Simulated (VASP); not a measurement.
A run of VASP 6.6.1 is set up as follows.

INCAR

```
PREC     = Accurate       # precision mode
ENCUT    = 520            # plane-wave cutoff, eV
EDIFF    = 1E-6           # SCF threshold, eV
ISMEAR   = 0              # smearing method
SIGMA    = 0.1            # smearing width, eV
LREAL    = False          # projectors in reciprocal space
LASPH    = True           # aspherical terms in the spheres
NELM     = 60             # most SCF steps
ALGO     = Fast           # electronic algorithm
ISIF     = 2              # what is computed and relaxed
LWAVE    = False          # write WAVECAR
LCHARG   = False          # write CHGCAR
GGA      = PS             # functional
NBANDS   = 50             # bands
```

KPOINTS

```
regular mesh
0
Gamma
  6 6 8
```

POSCAR

```
Ti3Si
1.0
    5.4629828851      0.0000000000      0.0000000000
   -2.7314914426      4.7310819590      0.0000000000
    0.0000000000      0.0000000000      4.3928723880
Ti Si
6 2
Direct
    0.3429498052      0.1714749026      0.7500000000
    0.8285250974      0.1714749026      0.7500000000
    0.8285250974      0.6570501948      0.7500000000
    0.6570501948      0.8285250974      0.2500000000
    0.1714749026      0.8285250974      0.2500000000
    0.1714749026      0.3429498052      0.2500000000
    0.3333333333      0.6666666667      0.7500000000
    0.6666666667      0.3333333333      0.2500000000
```

Potentials or basis: VASP PAW PBE potentials, release 64 (Ti_sv, Si).

The run is started by

```console
$ cat potpaw_PBE.64/Ti_sv/POTCAR potpaw_PBE.64/Si/POTCAR > POTCAR
$ mpirun -np 1 vasp_std > vasp.out
```

Question: What does it give for the band gap on the k mesh?

Answer: Zero (bands 40 and 41 overlap by 0.40 eV).

Question: Predict the largest force.

Answer: 0.014 eV/Å.

Question: Estimate the pressure.

Answer: 9.7 GPa.

Stress tensor (GPa, compression positive):
```
9.62 0.00 0.00
0.00 9.62 0.00
0.00 0.00 9.79
```

Caveat: the cell stands under pressure; the PAW data sets were made with another functional, which shifts forces and pressure a little.
